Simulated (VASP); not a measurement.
Runs of VASP 6.6.1 on Ga. The structure is that of space group I4/mmm (No. 139), or close to it. The cells are those of the table. 

```csv
cell,gap on the mesh (eV),pressure (GPa)
"a = 3.050 Å, angles 123.4, 123.4, 84.2°, 1 atom",none,-2.9
"a = 3.055 Å, angles 124.4, 124.4, 82.6°, 1 atom",none,(b)
"a = 3.035 Å, angles 124.9, 124.9, 81.7°, 1 atom",none,(a)
"a = 3.005 Å, angles 123.4, 123.4, 84.2°, 1 atom",none,-0.7
"a = 3.016 Å, angles 125.4, 125.4, 80.9°, 1 atom",none,1.1
```

Alike in all rows: task single point; level r2SCAN; potentials or basis VASP PAW PBE potentials, release 64 (Ga_d); no spin polarisation; k mesh 24 × 24 × 24; cutoff (eV) 520; smearing gaussian 0.15 eV.

**Question.** Estimate the missing entries.

**Answer.** (a) -0.8; (b) -2.2.

Caveats: the PAW data sets were made with another functional, which shifts forces and pressure a little.

A k mesh can miss the band edges, and the runs leave out spin-orbit coupling on Ga.

A gap of «none» marks levels without a gap at the run's occupations.
